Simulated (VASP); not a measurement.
# Cu in VASP: further runs

Cu is run at these levels: r2SCAN; tasks: single point.

Program: VASP 6.6.1. These are calculated values, not measurements. Logs are shortened: lines on timing, memory, paths and dates and some standing lists are left out, and cuts for length are marked.

## 1. The cell of the first run

The cell holds a slab with vacuum, 5 atoms: a = 2.529 Å, b = 2.529 Å, c = 16.037 Å, α = 90.00°, β = 90.00°, γ = 90.00°.

## 2. Single point, r2SCAN

Contents of POSCAR:

```
Cu
1.0
    2.5288403170      0.0000000000      0.0000000000
    0.0000000000      2.5288403170      0.0000000000
    0.0000000000      0.0000000000     16.0366000000
Cu
5
Direct
    0.0000000000      0.0000000000      0.2806070039
    0.5000000000      0.5000000000      0.3882122410
    0.0000000000      0.0000000000      0.4999999969
    0.5000000000      0.5000000000      0.6117877567
    0.0000000000      0.0000000000      0.7193929961
```

Contents of INCAR.step1:

```
PREC = Accurate
ENCUT = 520
ISMEAR = -1
SIGMA = 0.05
LREAL = False
LASPH = True
NELM = 80
LDIPOL = True
IDIPOL = 3
DIPOL = 0.5 0.5 0.500
NBANDS = 36
GGA = PE
ALGO = Normal
EDIFF = 1E-4
LWAVE = True
LCHARG = False
```

Contents of INCAR.step2:

```
PREC = Accurate
ENCUT = 520
EDIFF = 1E-6
ISMEAR = -1
SIGMA = 0.05
LREAL = False
LASPH = True
NELM = 80
ALGO = Normal
ISIF = 2
LWAVE = False
LCHARG = True
LDIPOL = True
IDIPOL = 3
DIPOL = 0.5 0.5 0.500
METAGGA = R2SCAN
LMIXTAU = True
LELF = True
LVHAR = True
LVACPOTAV = True
NBANDS = 36
ISTART = 1
```

Contents of KPOINTS:

```
Automatic mesh
0
Gamma
  14 14 1
```

Potentials or basis: VASP PAW PBE potentials, release 64 (Cu).

Started as:

```bash
$ cat potpaw_PBE.64/Cu/POTCAR > POTCAR
$ cp INCAR.step1 INCAR
$ mpirun -np 1 vasp_std > vasp.out
$ cp INCAR.step2 INCAR
$ mpirun -np 1 vasp_std > vasp.out
```

OUTCAR:

```text
PREC = Accurate
   ENCUT = 520
   EDIFF = 1E-6
   ISMEAR = -1
   LREAL = False
   LASPH = True
   NELM = 80
   ISIF = 2
   METAGGA = R2SCAN
   ISTART = 1

 ion  position               nearest neighbor table
   1  0.000  0.000  0.281-   2 2.49   2 2.49   2 2.49   2 2.49
   2  0.500  0.500  0.388-   1 2.49   1 2.49   1 2.49   1 2.49   3 2.53   3 2.53   3 2.53   3 2.53

   3  0.000  0.000  0.500-   2 2.53   2 2.53   2 2.53   2 2.53   4 2.53   4 2.53   4 2.53   4 2.53

   4  0.500  0.500  0.612-   5 2.49   5 2.49   5 2.49   5 2.49   3 2.53   3 2.53   3 2.53   3 2.53

   5  0.000  0.000  0.719-   4 2.49   4 2.49   4 2.49   4 2.49

  LATTYP: Found a simple tetragonal cell.
 ALAT       =     2.5288403170
 C/A-ratio  =     6.3414838383

  Lattice vectors:

 A1 = (   2.5288403170,   0.0000000000,   0.0000000000)
 A2 = (   0.0000000000,   2.5288403170,   0.0000000000)
 A3 = (   0.0000000000,   0.0000000000,  16.0366000000)

Analysis of symmetry for initial positions (statically):
=====================================================================
 Subroutine PRICEL returns:
 Original cell was already a primitive cell.

 Routine SETGRP: Setting up the symmetry group for a
 simple tetragonal supercell.

 Subroutine GETGRP returns: Found 16 space group operations
 (whereof 16 operations were pure point group operations)
 out of a pool of 16 trial point group operations.

The static configuration has the point symmetry D_4h.

Analysis of symmetry for dynamics (positions and initial velocities):
=====================================================================
 Subroutine PRICEL returns:
 Original cell was already a primitive cell.

 Routine SETGRP: Setting up the symmetry group for a
 simple tetragonal supercell.

 Subroutine GETGRP returns: Found 16 space group operations
 (whereof 16 operations were pure point group operations)
 out of a pool of 16 trial point group operations.

The dynamic configuration has the point symmetry D_4h.

 Subroutine INISYM returns: Found 16 space group operations
 (whereof 16 operations are pure point group operations),
 and found     1 'primitive' translations

----------------------------------------------------------------------------------------

                                     Primitive cell

  volume of cell :     102.5546

  direct lattice vectors                    reciprocal lattice vectors
     2.528840317  0.000000000  0.000000000     0.395438175  0.000000000  0.000000000
     0.000000000  2.528840317  0.000000000     0.000000000  0.395438175  0.000000000
     0.000000000  0.000000000 16.036600000     0.000000000  0.000000000  0.062357358

  length of vectors
     2.528840317  2.528840317 16.036600000     0.395438175  0.395438175  0.062357358

  position of ions in fractional coordinates (direct lattice)
     0.000000000  0.000000000  0.280607004
     0.500000000  0.500000000  0.388212241
     0.000000000  0.000000000  0.499999997
     0.500000000  0.500000000  0.611787757
     0.000000000  0.000000000  0.719392996

  ion indices of the primitive-cell ions
   primitive index   ion index
                 1           1
                 2           2
                 3           3
                 4           4
                 5           5

----------------------------------------------------------------------------------------

 KPOINTS: Automatic mesh

Automatic generation of k-mesh.
 Grid dimensions read from file:
 generate k-points for:   14   14    1

 Generating k-lattice:

  Cartesian coordinates                     Fractional coordinates (reciprocal lattice)
     0.028245584  0.000000000  0.000000000     0.071428571  0.000000000  0.000000000
     0.000000000  0.028245584  0.000000000     0.000000000  0.071428571  0.000000000
     0.000000000  0.000000000  0.062357358     0.000000000  0.000000000  1.000000000

  Length of vectors
     0.028245584  0.028245584  0.062357358

  Shift w.r.t. Gamma in fractional coordinates (k-lattice)
     0.000000000  0.000000000  0.000000000

 Subroutine IBZKPT returns following result:
 ===========================================

 Found     36 irreducible k-points:

 Following reciprocal coordinates:
            Coordinates               Weight
  0.000000  0.000000  0.000000      1.000000
  0.071429  0.000000  0.000000      4.000000
  0.142857  0.000000  0.000000      4.000000
  0.214286  0.000000  0.000000      4.000000
  0.285714  0.000000  0.000000      4.000000
  0.357143  0.000000  0.000000      4.000000
[... 16 lines left out ...]
  0.285714  0.214286  0.000000      8.000000
  0.357143  0.214286  0.000000      8.000000
 [... further k-points ...]
   k-points           NKPTS =     36   k-points in BZ     NKDIM =     36   number of bands    NBANDS=     36
   number of dos      NEDOS =    301   number of ions     NIONS =      5
   total plane-waves  NPLWV =  48000
   dimension x,y,z NGX =    20 NGY =   20 NGZ =  120
   dimension x,y,z NGXF=    40 NGYF=   40 NGZF=  240
   ions per type =               5
   NGX,Y,Z   is equivalent  to a cutoff of  13.15, 13.15, 12.44 a.u.
   NGXF,Y,Z  is equivalent  to a cutoff of  26.30, 26.30, 24.88 a.u.
 SYSTEM =  unknown system
   PREC   = accura    normal or accurate (medium, high low for compatibility)
   ISTART =      1    job   : 0-new  1-cont  2-samecut
   ICHARG =      0    charge: 1-file 2-atom 10-const
   ISPIN  =      1    spin polarized calculation?
   LNONCOLLINEAR =      F non collinear calculations
   LSORBIT =      F    spin-orbit coupling
   LASPH  =      T    aspherical Exc in radial PAW
   ENCUT  =  520.0 eV  38.22 Ry    6.18 a.u.   4.70  4.70 29.82*2*pi/ulx,y,z
   NELM   =     80;   NELMIN=  2; NELMDL=  0     # of ELM steps
   EDIFF  = 0.1E-05   stopping-criterion for ELM
   LREAL  =      F    real-space projection
   EDIFFG = 0.1E-04   stopping-criterion for IOM
   NSW    =      0    number of steps for IOM
   IBRION =     -1    ionic relax: 0-MD 1-quasi-New 2-CG
   NFREE  =      0    steps in history (QN), initial steepest desc. (CG)
   ISIF   =      2    stress and relaxation
   ISYM   =      2    0-nonsym 1-usesym 2-fastsym
   POTIM  = 0.5000    time-step for ionic-motion
   TEBEG  =    0.0;   TEEND  =   0.0 temperature during run
   PSTRESS=    0.0 pullay stress
   NELECT =      55.0000    total number of electrons
   NUPDOWN=      -1.0000    fix difference up-down
   EMIN   =  10.00;   EMAX   =-10.00  energy-range for DOS
   EFERMI =   0.00;   METHOD = LEGACY
   ISMEAR =    -1;   SIGMA  =   0.05  broadening in eV -4-tet -1-fermi 0-gaus
   EFERMI_NEDOS =   21; number of points for ismear=-14 and -15
   IALGO  =     38    algorithm
   IMIX   =      4    mixing-type and parameters
     AMIX     =   0.40;   BMIX     =  1.00
     AMIX_MAG =   1.60;   BMIX_MAG =  1.00
  volume/ion in A,a.u.               =      20.51       138.41
  Fermi-wavevector in a.u.,A,eV,Ry     =   1.330079  2.513484 24.070196  1.769109
  Thomas-Fermi vector in A             =   2.459193
   LORBIT       =      0    0 simple, 1 ext, 2 COOP (PROOUT), +10 PAW based schemes
   METAGGA = R2SCAN    functional components
   LHFCALC =     F    Hartree Fock is set to
   AEXX    =    0.0000 exact exchange contribution
   IVDW    =     0    specifies the selected vdW correction
   LEPSILON=     F    determine dielectric tensor
   LRPA    =     F    only Hartree local field effects (RPA)
 non-spin polarized calculation
  energy-cutoff  :      520.00
  volume of cell :      102.55
 maximum number of plane-waves:      2807
 NGX is ok and might be reduce to    20
   NGX =  9   NGY =  9   NGZ = 59

 number of electron      54.9999978 magnetization

 dipolmoment           0.000000      0.000000      0.000000 electrons x Angstroem

 Free energy of the ion-electron system (eV)
  ---------------------------------------------------
  ext. energy  EPLUGINS =         0.00000000
  ---------------------------------------------------
  free energy    TOTEN  =       -52.76971353 eV

  energy without entropy =      -52.75439130  energy(sigma->0) =      -52.76205241

 E-fermi :   2.4688     XC(G=0):  -8.7956

 val. band max:        2.4495145943   @ k =   0.2857   0.0000   0.0000
 cond. band min:       2.4805852824   @ k =   0.4286   0.3571   0.0000
 fundamental gap:      0.0310706881
 Fermi energy:         2.4687722231

 k-point     1 :       0.0000    0.0000    0.0000
  band No.  band energies     occupation
      1      -7.1005      2.00000
      2      -5.9137      2.00000
      3      -4.1146      2.00000
      4      -2.8243      2.00000
      5      -2.7321      2.00000
      6      -2.2285      2.00000
[... 28 lines left out ...]
     35      14.5606      0.00000
     36      15.2619      0.00000

 k-point     2 :       0.0714    0.0000    0.0000
  band No.  band energies     occupation
      1      -6.9706      2.00000
      2      -5.7904      2.00000
      3      -4.0064      2.00000
      4      -2.7388      2.00000
      5      -2.6651      2.00000
      6      -2.1938      2.00000
[... 28 lines left out ...]
     35      14.6552      0.00000
     36      15.3479      0.00000

 k-point     3 :       0.1429    0.0000    0.0000
  band No.  band energies     occupation
      1      -6.5865      2.00000
      2      -5.4300      2.00000
      3      -3.7039      2.00000
      4      -2.5131      2.00000
      5      -2.4799      2.00000
      6      -2.0938      2.00000
[... 28 lines left out ...]
     35      12.9543      0.00000
     36      14.1791      0.00000
[... 742 lines left out ...]
 k-point    23 :       0.2857    0.2143    0.0000
  band No.  band energies     occupation
      1      -4.1946      2.00000
      2      -3.2931      2.00000
      3      -2.2666      2.00000
      4      -1.8526      2.00000
      5      -1.6864      2.00000
      6      -1.5135      2.00000
[... 28 lines left out ...]
     35      11.8606      0.00000
     36      12.1417      0.00000

 k-point    24 :       0.3571    0.2143    0.0000
  band No.  band energies     occupation
      1      -3.4367      2.00000
      2      -2.7596      2.00000
      3      -2.1831      2.00000
      4      -1.8677      2.00000
      5      -1.8495      2.00000
      6      -1.5926      2.00000
[... 28 lines left out ...]
     35      10.8031      0.00000
     36      11.8821      0.00000

 [... further k-points ...]

------------------------ aborting loop because EDIFF is reached ----------------------------------------

  FORCE on cell =-STRESS in cart. coord.  units (eV):
  Direction    XX          YY          ZZ          XY          YZ          ZX
  --------------------------------------------------------------------------------------
  -------------------------------------------------------------------------------------
  Total       -0.8812481     -0.8812481      0.2235673      0.0000000      0.0000000      0.0000000
  in kB      -13.7674553    -13.7674553      3.4927202      0.0000000      0.0000000      0.0000000
  external PRESSURE =      -8.0140635 kB  Pullay stress =       0.0000000 kB

 VOLUME and BASIS-vectors are now :
 -----------------------------------------------------------------------------
  energy-cutoff  :      520.00
  volume of cell :      102.55
      direct lattice vectors                 reciprocal lattice vectors
     2.528840317  0.000000000  0.000000000     0.395438175  0.000000000  0.000000000
     0.000000000  2.528840317  0.000000000     0.000000000  0.395438175  0.000000000
     0.000000000  0.000000000 16.036600000     0.000000000  0.000000000  0.062357358

 POSITION                                       TOTAL-FORCE (eV/Angst)
 -----------------------------------------------------------------------------------
      0.00000      0.00000      4.49998        -0.000000      0.000000     -0.050974
      1.26442      1.26442      6.22560        -0.000000     -0.000000     -0.006167
      0.00000      0.00000      8.01830        -0.000000     -0.000000      0.000000
      1.26442      1.26442      9.81100        -0.000000     -0.000000      0.006167
      0.00000      0.00000     11.53662         0.000000     -0.000000      0.050974
 -----------------------------------------------------------------------------------
    total drift:                               -0.000000      0.000000      0.000069

  FREE ENERGIE OF THE ION-ELECTRON SYSTEM (eV)
  ---------------------------------------------------
  free  energy   TOTEN  =       -52.7697135255 eV

  energy  without entropy=      -52.7543913030  energy(sigma->0) =      -52.76205241

 vacuum level on the upper side and lower side of the slab         6.863         6.863
```

Run time: 5.4 min. Hardware: 1 thread of Intel Xeon 6975P-C (Granite Rapids), shared host; peak memory 0.26 GiB.

What came out:

```yaml
Free_energy: -52.7697 eV
Largest_force: 0.051 eV/Å
Band_gap_on_the_k_mesh: zero (an odd number of electrons rules out a gap without spin polarisation)
```

Forces in eV/Å, atoms in the order of the input:
```
Cu   0.000  0.000 -0.051
Cu   0.000  0.000 -0.006
Cu   0.000  0.000  0.000
Cu   0.000  0.000  0.006
Cu   0.000  0.000  0.051
```

Caveat: the PAW data sets were made with another functional, which shifts forces and pressure a little.

## 3. Single point, r2SCAN

This run uses another cell than the first one.

Contents of POSCAR:

```
Cu
1.0
    2.5288403170      0.0000000000      0.0000000000
    0.0000000000      2.5288403170      0.0000000000
    0.0000000000      0.0000000000     23.1526000000
Cu
5
Direct
    0.0000000000      0.0000000000      0.3455326715
    0.5000000000      0.5000000000      0.4227663355
    0.0000000000      0.0000000000      0.5000000000
    0.5000000000      0.5000000000      0.5772336645
    0.0000000000      0.0000000000      0.6544673285
```

Contents of INCAR.step1:

```
ALGO     = Normal         # electronic algorithm
DIPOL    = 0.5 0.5 0.500
EDIFF    = 1E-4           # SCF threshold, eV
ENCUT    = 520            # plane-wave cutoff, eV
GGA      = PE             # functional
IDIPOL   = 3            
ISMEAR   = -1             # smearing method
LASPH    = T              # aspherical terms in the spheres
LCHARG   = F              # write CHGCAR
LDIPOL   = T            
LREAL    = F              # projectors in reciprocal space
LWAVE    = T              # write WAVECAR
NBANDS   = 36             # bands
NELM     = 100            # most SCF steps
PREC     = Accurate       # precision mode
SIGMA    = 0.05           # smearing width, eV
```

Contents of INCAR.step2:

```
ALGO     = Normal         # electronic algorithm
DIPOL    = 0.5 0.5 0.500
EDIFF    = 1E-6           # SCF threshold, eV
ENCUT    = 520            # plane-wave cutoff, eV
IDIPOL   = 3            
ISIF     = 2              # what is computed and relaxed
ISMEAR   = -1             # smearing method
ISTART   = 1            
LASPH    = T              # aspherical terms in the spheres
LCHARG   = F              # write CHGCAR
LDIPOL   = T            
LMIXTAU  = T            
LREAL    = F              # projectors in reciprocal space
LWAVE    = F              # write WAVECAR
METAGGA  = R2SCAN         # meta-GGA
NBANDS   = 36             # bands
NELM     = 100            # most SCF steps
PREC     = Accurate       # precision mode
SIGMA    = 0.05           # smearing width, eV
```

Contents of KPOINTS:

```
k-points
0
Gamma
  14 14 1
```

Potentials or basis: VASP PAW PBE potentials, release 64 (Cu).

Started as:

```bash
$ cat potpaw_PBE.64/Cu/POTCAR > POTCAR
$ cp INCAR.step1 INCAR
$ mpirun -np 1 vasp_std > vasp.out
$ cp INCAR.step2 INCAR
$ mpirun -np 1 vasp_std > vasp.out
```

Wall time 9.6 min (1 thread of Intel Xeon 6975P-C (Granite Rapids), shared host); peak memory 0.34 GiB.

It converged, with:

```yaml
Free_energy: -52.7606 eV
Largest_force: 0.257 eV/Å
Band_gap_on_the_k_mesh: zero (an odd number of electrons rules out a gap without spin polarisation)
```

Forces on the atoms (eV/Å):
```
Cu   0.000  0.000  0.219
Cu   0.000  0.000 -0.257
Cu   0.000  0.000  0.000
Cu   0.000  0.000  0.257
Cu   0.000  0.000 -0.219
```

Levels at points of the mesh, in eV from the Fermi level:
| k point | band 26 | band 27 | band 28 | band 29 | band 30 | band 31 |
| --- | --- | --- | --- | --- | --- | --- |
| (0.00, 0.00, 0.00) | -1.64 | -1.63 | -1.62 | -1.62 | -0.16 | 1.17 |
| (0.50, 0.00, 0.00) | -0.67 | -0.45 | -0.28 | -0.10 | -0.09 | 3.41 |
| (0.50, 0.50, 0.00) | 2.33 | 2.33 | 4.13 | 4.13 | 6.44 | 6.44 |

Caveat: the PAW data sets were made with another functional, which shifts forces and pressure a little.

## 4. Single point, r2SCAN

This run uses another cell than the first one.

Contents of POSCAR:

```
Cu
1.0
    2.5288403170      0.0000000000      0.0000000000
    0.0000000000      2.5288403170      0.0000000000
    0.0000000000      0.0000000000     23.1526000000
Cu
5
Direct
    0.0000000000      0.0000000000      0.3480379005
    0.5000000000      0.5000000000      0.4225704431
    0.0000000000      0.0000000000      0.4999999986
    0.5000000000      0.5000000000      0.5774295568
    0.0000000000      0.0000000000      0.6519621009
```

Contents of INCAR.step1:

```
PREC     = Accurate       # precision mode
ENCUT    = 520            # plane-wave cutoff, eV
ISMEAR   = -1             # smearing method
SIGMA    = 0.05           # smearing width, eV
LREAL    = F              # projectors in reciprocal space
LASPH    = T              # aspherical terms in the spheres
NELM     = 60             # most SCF steps
LDIPOL   = T            
IDIPOL   = 3            
DIPOL    = 0.5 0.5 0.500
NBANDS   = 36             # bands
GGA      = PE             # functional
ALGO     = Normal         # electronic algorithm
EDIFF    = 1E-4           # SCF threshold, eV
LWAVE    = T              # write WAVECAR
LCHARG   = F              # write CHGCAR
```

Contents of INCAR.step2:

```
PREC     = Accurate       # precision mode
ENCUT    = 520            # plane-wave cutoff, eV
EDIFF    = 1E-7           # SCF threshold, eV
ISMEAR   = -1             # smearing method
SIGMA    = 0.05           # smearing width, eV
LREAL    = F              # projectors in reciprocal space
LASPH    = T              # aspherical terms in the spheres
NELM     = 60             # most SCF steps
ALGO     = Normal         # electronic algorithm
ISIF     = 2              # what is computed and relaxed
LWAVE    = F              # write WAVECAR
LCHARG   = F              # write CHGCAR
LDIPOL   = T            
IDIPOL   = 3            
DIPOL    = 0.5 0.5 0.500
METAGGA  = R2SCAN         # meta-GGA
LMIXTAU  = T            
NBANDS   = 36             # bands
ISTART   = 1
```

Contents of KPOINTS:

```
Automatic mesh
0
Gamma
  14 14 1
```

Started as:

```bash
$ cat potpaw_PBE.64/Cu/POTCAR > POTCAR
$ cp INCAR.step1 INCAR
$ mpirun -np 1 vasp_std > vasp.out
$ cp INCAR.step2 INCAR
$ mpirun -np 1 vasp_std > vasp.out
```

Run time: 36 min. Hardware: 1 thread of Intel Xeon 8259CL, shared host; peak memory 0.36 GiB.

Results (log left out):

```yaml
Free_energy: -52.7722 eV
Largest_force: 0.030 eV/Å
Band_gap_on_the_k_mesh: zero (an odd number of electrons rules out a gap without spin polarisation)
```

Forces in eV/Å, atoms in the order of the input:
```
Cu   0.000  0.000 -0.030
Cu   0.000  0.000  0.013
Cu   0.000  0.000  0.000
Cu   0.000  0.000 -0.013
Cu   0.000  0.000  0.030
```

Levels at points of the mesh, in eV from the Fermi level:
| k point | band 24 | band 25 | band 26 | band 27 | band 28 | band 29 | band 30 | band 31 | band 32 | band 33 |
| --- | --- | --- | --- | --- | --- | --- | --- | --- | --- | --- |
| (0.00, 0.00, 0.00) | -1.81 | -1.81 | -1.67 | -1.66 | -1.63 | -1.63 | -0.06 | 1.29 | 4.38 | 4.80 |
| (0.50, 0.00, 0.00) | -1.79 | -1.70 | -0.71 | -0.48 | -0.30 | -0.14 | -0.14 | 3.44 | 3.82 | 5.37 |
| (0.50, 0.50, 0.00) | -1.26 | -1.26 | 2.27 | 2.27 | 4.04 | 4.04 | 6.48 | 6.48 | 7.81 | 7.83 |

Caveat: the PAW data sets were made with another functional, which shifts forces and pressure a little.

(Part 1 of 2 ends here.)

The gap in the log of VASP goes by the Fermi energy; the results here count the filled bands.